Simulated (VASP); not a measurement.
# HC18N in VASP: relaxation of the atoms with PBEsol

Aim: the relaxation of the atoms of HC18N with PBEsol.

All numbers are computed with VASP 6.6.1; they aren't measurements. Logs are shortened: lines on timing, memory, paths and dates and some standing lists are left out, and cuts for length are marked.

## 1. The cell of the first run

The cell holds a slab with vacuum, 20 atoms: a = 7.398 Å, b = 7.398 Å, c = 11.000 Å, α = 90.00°, β = 90.00°, γ = 120.00°.

## 2. Relaxation of the atoms, PBEsol

File INCAR:

```
SYSTEM = HC18N
  PREC = Accurate
  ENCUT = 520
  EDIFF = 1E-6
  ISMEAR = -1
  SIGMA = 0.05
  LREAL = Auto
  LASPH = .True.
  NELM = 100
  ALGO = Normal
  ISIF = 2
  LWAVE = .False.
  LCHARG = .False.
  GGA = PS
  IBRION = 2
  NSW = 80
  EDIFFG = -0.03
```

File KPOINTS:

```
regular mesh
0
Gamma
  2 2 1
  0 0 0
```

File POSCAR:

```
HC18N
1.0
    7.3980000000      0.0000000000      0.0000000000
   -3.6990000000      6.4068560000      0.0000000000
    0.0000000000      0.0000000000     11.0000000000
C N H
18 1 1
Direct
    0.0000000000      0.0000000000      0.0909091000
    0.2222222000      0.1111111000      0.0909091000
    0.0000000000      0.3333333000      0.0909091000
    0.2222222000      0.4444444000      0.0909091000
    0.0000000000      0.6666667000      0.0909091000
    0.2222222000      0.7777778000      0.0909091000
    0.3333333000      0.0000000000      0.0909091000
    0.5555556000      0.1111111000      0.0909091000
    0.3333333000      0.3333333000      0.0909091000
    0.5555556000      0.4444444000      0.0909091000
    0.3333333000      0.6666667000      0.0909091000
    0.5555556000      0.7777778000      0.0909091000
    0.6666667000      0.0000000000      0.0909091000
    0.8888889000      0.1111111000      0.0909091000
    0.6666667000      0.3333333000      0.0909091000
    0.8888889000      0.4444444000      0.0909091000
    0.6666667000      0.6666667000      0.0909091000
    0.8888889000      0.7777778000      0.0909091000
    0.9608258000      0.1402959000      0.2209091000
    0.9481439000      0.1418348000      0.3145455000
```

Potentials or basis: VASP PAW PBE potentials, release 64 (C, N, H).

On the command line:

```console
cat potpaw_PBE.64/C/POTCAR potpaw_PBE.64/N/POTCAR potpaw_PBE.64/H/POTCAR > POTCAR
mpirun -np 1 vasp_std > vasp.out
```

OUTCAR:

```text
SYSTEM = HC18N
   PREC = Accurate
   ENCUT = 520
   EDIFF = 1E-6
   ISMEAR = -1
   LREAL = Auto
   LASPH = .True.
   NELM = 100
   ISIF = 2
   GGA = PS
   IBRION = 2
   NSW = 80
   EDIFFG = -0.03

 ion  position               nearest neighbor table
   1  0.000  0.000  0.091-   2 1.42  14 1.42  18 1.42  19 1.87
   2  0.222  0.111  0.091-   1 1.42   7 1.42   9 1.42
   3  0.000  0.333  0.091-   4 1.42  16 1.42  14 1.42
   4  0.222  0.444  0.091-   3 1.42   9 1.42  11 1.42
   5  0.000  0.667  0.091-   6 1.42  18 1.42  16 1.42
   6  0.222  0.778  0.091-   5 1.42  11 1.42   7 1.42
   7  0.333  0.000  0.091-   2 1.42   6 1.42   8 1.42
   8  0.556  0.111  0.091-  13 1.42  15 1.42   7 1.42
   9  0.333  0.333  0.091-   4 1.42   2 1.42  10 1.42
  10  0.556  0.444  0.091-  15 1.42   9 1.42  17 1.42
  11  0.333  0.667  0.091-   6 1.42  12 1.42   4 1.42
  12  0.556  0.778  0.091-  17 1.42  13 1.42  11 1.42
  13  0.667  0.000  0.091-  14 1.42   8 1.42  12 1.42
  14  0.889  0.111  0.091-  13 1.42   1 1.42   3 1.42  19 1.50
  15  0.667  0.333  0.091-  16 1.42  10 1.42   8 1.42
  16  0.889  0.444  0.091-  15 1.42   3 1.42   5 1.42
  17  0.667  0.667  0.091-  18 1.42  12 1.42  10 1.42
  18  0.889  0.778  0.091-  17 1.42   5 1.42   1 1.42
  19  0.961  0.140  0.221-  20 1.03  14 1.50   1 1.87
  20  0.948  0.142  0.315-  19 1.03

  LATTYP: Found a hexagonal cell.
 ALAT       =     7.3980000000
 C/A-ratio  =     1.4868883482

  Lattice vectors:

 A1 = (   7.3980000000,   0.0000000000,   0.0000000000)
 A2 = (  -3.6990000000,   6.4068560000,   0.0000000000)
 A3 = (   0.0000000000,   0.0000000000,  11.0000000000)

Analysis of symmetry for initial positions (statically):
=====================================================================
 Subroutine PRICEL returns:
 Original cell was already a primitive cell.

 Routine SETGRP: Setting up the symmetry group for a
 hexagonal supercell.

 Subroutine GETGRP returns: Found  1 space group operations
 (whereof  1 operations were pure point group operations)
 out of a pool of 24 trial point group operations.

The static configuration has the point symmetry C_1 .

Analysis of symmetry for dynamics (positions and initial velocities):
=====================================================================
 Subroutine PRICEL returns:
 Original cell was already a primitive cell.

 Routine SETGRP: Setting up the symmetry group for a
 hexagonal supercell.

 Subroutine GETGRP returns: Found  1 space group operations
 (whereof  1 operations were pure point group operations)
 out of a pool of 24 trial point group operations.

The dynamic configuration has the point symmetry C_1 .

 Subroutine INISYM returns: Found  1 space group operations
 (whereof  1 operations are pure point group operations),
 and found     1 'primitive' translations

----------------------------------------------------------------------------------------

                                     Primitive cell

  volume of cell :     521.3771

  direct lattice vectors                    reciprocal lattice vectors
     7.398000000  0.000000000  0.000000000     0.135171668  0.078041398  0.000000000
    -3.699000000  6.406856000  0.000000000     0.000000000  0.156082796  0.000000000
     0.000000000  0.000000000 11.000000000     0.000000000  0.000000000  0.090909091

  length of vectors
     7.398000000  7.398000054 11.000000000     0.156082797  0.156082796  0.090909091

  position of ions in fractional coordinates (direct lattice)
     0.000000000  0.000000000  0.090909100
     0.222222200  0.111111100  0.090909100
     1.000000000  0.333333300  0.090909100
     0.222222200  0.444444400  0.090909100
     1.000000000  0.666666700  0.090909100
     0.222222200  0.777777800  0.090909100
[... 12 lines left out ...]
     0.960825800  0.140295900  0.220909100
     0.948143900  0.141834800  0.314545500

  ion indices of the primitive-cell ions
   primitive index   ion index
                 1           1
                 2           2
                 3           3
                 4           4
                 5           5
                 6           6
[... 12 lines left out ...]
                19          19
                20          20

----------------------------------------------------------------------------------------

 KPOINTS: regular mesh

Automatic generation of k-mesh.
 Grid dimensions read from file:
 generate k-points for:    2    2    1

 Generating k-lattice:

  Cartesian coordinates                     Fractional coordinates (reciprocal lattice)
     0.067585834  0.039020699  0.000000000     0.500000000 -0.000000000  0.000000000
     0.000000000  0.078041398  0.000000000     0.000000000  0.500000000  0.000000000
     0.000000000  0.000000000  0.090909091     0.000000000  0.000000000  1.000000000

  Length of vectors
     0.078041399  0.078041398  0.090909091

  Shift w.r.t. Gamma in fractional coordinates (k-lattice)
     0.000000000  0.000000000  0.000000000

 Subroutine IBZKPT returns following result:
 ===========================================

 Found      4 irreducible k-points:

 Following reciprocal coordinates:
            Coordinates               Weight
  0.000000  0.000000  0.000000      1.000000
  0.500000 -0.000000  0.000000      1.000000
  0.000000  0.500000  0.000000      1.000000
  0.500000  0.500000  0.000000      1.000000
   k-points           NKPTS =      4   k-points in BZ     NKDIM =      4   number of bands    NBANDS=     50
   number of dos      NEDOS =    301   number of ions     NIONS =     20
   total plane-waves  NPLWV = 263424
   dimension x,y,z NGX =    56 NGY =   56 NGZ =   84
   dimension x,y,z NGXF=   112 NGYF=  112 NGZF=  168
   ions per type =              18   1   1
   NGX,Y,Z   is equivalent  to a cutoff of  12.58, 12.58, 12.70 a.u.
   NGXF,Y,Z  is equivalent  to a cutoff of  25.17, 25.17, 25.39 a.u.
 SYSTEM =  HC18N
   PREC   = accura    normal or accurate (medium, high low for compatibility)
   ISTART =      0    job   : 0-new  1-cont  2-samecut
   ICHARG =      2    charge: 1-file 2-atom 10-const
   ISPIN  =      1    spin polarized calculation?
   LNONCOLLINEAR =      F non collinear calculations
   LSORBIT =      F    spin-orbit coupling
   LASPH  =      T    aspherical Exc in radial PAW
   ENCUT  =  520.0 eV  38.22 Ry    6.18 a.u.  13.76 13.76 20.45*2*pi/ulx,y,z
   NELM   =    100;   NELMIN=  2; NELMDL= -5     # of ELM steps
   EDIFF  = 0.1E-05   stopping-criterion for ELM
   LREAL  =      T    real-space projection
   EDIFFG = -.3E-01   stopping-criterion for IOM
   NSW    =     80    number of steps for IOM
   IBRION =      2    ionic relax: 0-MD 1-quasi-New 2-CG
   NFREE  =      1    steps in history (QN), initial steepest desc. (CG)
   ISIF   =      2    stress and relaxation
   ISYM   =      2    0-nonsym 1-usesym 2-fastsym
   POTIM  = 0.5000    time-step for ionic-motion
   TEBEG  =    0.0;   TEEND  =   0.0 temperature during run
   PSTRESS=    0.0 pullay stress
   NELECT =      78.0000    total number of electrons
   NUPDOWN=      -1.0000    fix difference up-down
   EMIN   =  10.00;   EMAX   =-10.00  energy-range for DOS
   EFERMI =   0.00;   METHOD = LEGACY
   ISMEAR =    -1;   SIGMA  =   0.05  broadening in eV -4-tet -1-fermi 0-gaus
   EFERMI_NEDOS =   21; number of points for ismear=-14 and -15
   IALGO  =     38    algorithm
   IMIX   =      4    mixing-type and parameters
     AMIX     =   0.40;   BMIX     =  1.00
     AMIX_MAG =   1.60;   BMIX_MAG =  1.00
  volume/ion in A,a.u.               =      26.07       175.92
  Fermi-wavevector in a.u.,A,eV,Ry     =   0.869072  1.642308 10.276289  0.755286
  Thomas-Fermi vector in A             =   1.987841
   LORBIT       =      0    0 simple, 1 ext, 2 COOP (PROOUT), +10 PAW based schemes
   GGA     = PS    functional components
   LHFCALC =     F    Hartree Fock is set to
   AEXX    =    0.0000 exact exchange contribution
   IVDW    =     0    specifies the selected vdW correction
   LEPSILON=     F    determine dielectric tensor
   LRPA    =     F    only Hartree local field effects (RPA)
 conjugate gradient relaxation of ions
 non-spin polarized calculation
  energy-cutoff  :      520.00
  volume of cell :      521.38
 maximum number of plane-waves:     14099
 NGX is ok and might be reduce to    56
   NGX = 27   NGY = 27   NGZ = 41

--------------------------------------- Ionic step        1  -------------------------------------------

 number of electron      78.0000000 magnetization

 Free energy of the ion-electron system (eV)
  ---------------------------------------------------
  ext. energy  EPLUGINS =         0.00000000
  ---------------------------------------------------
  free energy    TOTEN  =      -179.84007023 eV

  energy without entropy =     -179.80196759  energy(sigma->0) =     -179.82101891

------------------------ aborting loop because EDIFF is reached ----------------------------------------

  FORCE on cell =-STRESS in cart. coord.  units (eV):
  Direction    XX          YY          ZZ          XY          YZ          ZX
  --------------------------------------------------------------------------------------
  -------------------------------------------------------------------------------------
  Total        4.7319442      2.1622086     -0.8744878      1.7856122     -1.4513135     -1.5067874
  in kB       14.5411322      6.6444065     -2.6872767      5.4871363     -4.4598458     -4.6303155
  external PRESSURE =       6.1660873 kB  Pullay stress =       0.0000000 kB
[... 143 lines left out ...]
  FREE ENERGIE OF THE ION-ELECTRON SYSTEM (eV)
  ---------------------------------------------------
  free  energy   TOTEN  =      -180.2264825365 eV

  energy  without entropy=     -180.1897172132  energy(sigma->0) =     -180.20809987

[... ionic steps 4 to 47 ...]

--------------------------------------- Ionic step       48  -------------------------------------------

 number of electron      78.0000001 magnetization

------------------------ aborting loop because EDIFF is reached ----------------------------------------
[... 103 lines left out ...]
--------------------------------------- Ionic step       50  -------------------------------------------

 number of electron      78.0000001 magnetization

 Free energy of the ion-electron system (eV)
  ---------------------------------------------------
  ext. energy  EPLUGINS =         0.00000000
  ---------------------------------------------------
  free energy    TOTEN  =      -183.10656365 eV

  energy without entropy =     -183.08560197  energy(sigma->0) =     -183.09608281

 E-fermi :  -1.4280     XC(G=0):  -4.1368

 val. band max:       -1.5155066646   @ k =   0.0000   0.0000   0.0000
 cond. band min:      -1.3404623626   @ k =   0.0000   0.0000   0.0000
 fundamental gap:      0.1750443020
 Fermi energy:        -1.4279852288

 k-point     1 :       0.0000    0.0000    0.0000
  band No.  band energies     occupation
      1     -22.5375      2.00000
      2     -20.4248      2.00000
      3     -18.4917      2.00000
      4     -18.4665      2.00000
      5     -18.4209      2.00000
      6     -18.3531      2.00000
[... 42 lines left out ...]
     49       4.0815      0.00000
     50       4.5563      0.00000

 k-point     2 :       0.5000   -0.0000    0.0000
  band No.  band energies     occupation
      1     -22.4967      2.00000
      2     -20.3068      2.00000
      3     -19.7482      2.00000
      4     -19.0154      2.00000
      5     -18.1723      2.00000
      6     -16.5866      2.00000
[... 42 lines left out ...]
     49       4.2793      0.00000
     50       4.3946      0.00000

 k-point     3 :       0.0000    0.5000    0.0000
  band No.  band energies     occupation
      1     -22.4967      2.00000
      2     -20.3071      2.00000
      3     -19.7472      2.00000
      4     -19.0163      2.00000
      5     -18.1723      2.00000
      6     -16.5855      2.00000
[... 42 lines left out ...]
     49       4.2732      0.00000
     50       4.3965      0.00000

 k-point     4 :       0.5000    0.5000    0.0000
  band No.  band energies     occupation
      1     -22.4949      2.00000
      2     -20.3516      2.00000
      3     -19.6661      2.00000
      4     -19.0901      2.00000
      5     -18.0717      2.00000
      6     -16.6702      2.00000
[... 89 lines left out ...]
  FREE ENERGIE OF THE ION-ELECTRON SYSTEM (eV)
  ---------------------------------------------------
  free  energy   TOTEN  =      -183.1065636487 eV

  energy  without entropy=     -183.0856019701  energy(sigma->0) =     -183.09608281

 reached required accuracy - stopping structural energy minimisation
```

Run time: 71 min. Hardware: 1 thread of Intel Xeon Platinum 8488C (Sapphire Rapids), shared host; peak memory 0.66 GiB.

Results:

* Free energy: -183.1066 eV
* Energy gained by relaxing: 163.3 meV/atom
* Ionic steps: 50
* Largest force after relaxing: 0.028 eV/Å
* Band gap on the k mesh: 0.17 eV

Forces in eV/Å, atoms in the order of the input:
```
C    0.010 -0.015 -0.007
C    0.013  0.011 -0.005
C    0.003 -0.005  0.016
C   -0.007  0.023 -0.005
C    0.001 -0.003  0.002
C   -0.011  0.000  0.003
C    0.019  0.001  0.007
C   -0.009  0.010  0.015
C    0.010  0.002  0.005
C   -0.019 -0.003 -0.001
C   -0.021 -0.014 -0.011
C    0.006  0.001 -0.003
C   -0.004 -0.004  0.001
C    0.011  0.002  0.012
C   -0.017 -0.009 -0.005
C    0.014  0.008  0.000
C   -0.005  0.003 -0.004
C    0.002 -0.002 -0.004
N   -0.015  0.004 -0.021
H    0.019 -0.011  0.005
```

Step by step:
| step | energy change (eV) | largest force (eV/Å) | pressure (GPa) |
| --- | --- | --- | --- |
| 1 | 0.0000 | 2.8483 | 0.62 |
| 3 | -0.3864 | 2.2446 | 0.83 |
| 5 | -0.6343 | 2.3376 | 1.05 |
| 7 | -1.2013 | 2.8250 | 0.61 |
| 9 | -1.5979 | 2.1045 | -0.23 |
| 11 | -1.9933 | 1.5423 | -0.37 |
| 13 | -2.3279 | 1.4744 | -0.37 |
| 15 | -2.5643 | 1.4203 | -0.16 |
| 17 | -2.7635 | 1.4802 | 0.13 |
| 19 | -2.8632 | 1.3710 | 0.10 |
| 21 | -2.9858 | 0.9227 | -0.12 |
| 23 | -3.0584 | 0.9581 | -0.10 |
| 25 | -3.1201 | 0.5327 | -0.11 |
| 27 | -3.1565 | 0.5567 | -0.05 |
| 29 | -3.1889 | 0.4743 | 0.11 |
| 31 | -3.2168 | 0.4631 | 0.23 |
| 33 | -3.2433 | 0.3351 | 0.25 |
| 35 | -3.2536 | 0.2455 | 0.28 |
| 37 | -3.2600 | 0.1742 | 0.30 |
| 39 | -3.2622 | 0.1513 | 0.30 |
| 41 | -3.2641 | 0.1065 | 0.32 |
| 43 | -3.2650 | 0.0796 | 0.33 |
| 45 | -3.2656 | 0.0627 | 0.33 |
| 47 | -3.2660 | 0.0609 | 0.32 |
| 49 | -3.2663 | 0.0386 | 0.31 |
| 50 | -3.2665 | 0.0278 | 0.31 |

Final structure:
```
C N H
1.0
     7.39800    0.00000    0.00000
    -3.69900    6.40686    0.00000
     0.00000    0.00000   11.00000
C N H
18 1 1
Direct
  0.01068 0.01055 0.12139
  0.23452 0.12787 0.09405
  0.00955 0.35323 0.09325
  0.22702 0.45852 0.09109
  0.00636 0.68008 0.08484
  0.22938 0.79155 0.08547
  0.34117 0.01487 0.08462
  0.56147 0.12474 0.08426
  0.34007 0.34535 0.09121
  0.56311 0.45754 0.08628
  0.33929 0.68153 0.08640
  0.56228 0.79363 0.09072
  0.66863 0.01165 0.09320
  0.89192 0.12949 0.12058
  0.67320 0.34777 0.08515
  0.89645 0.45984 0.08442
  0.67520 0.68060 0.09091
  0.89316 0.78712 0.09402
  0.95728 0.07693 0.23668
  0.82823 0.94924 0.27328
```

Caveat: the k points lie up to 0.49 Å⁻¹ apart; there is no dipole correction, which matters where the two faces differ; the PAW data sets were made with another functional, which shifts forces and pressure a little.
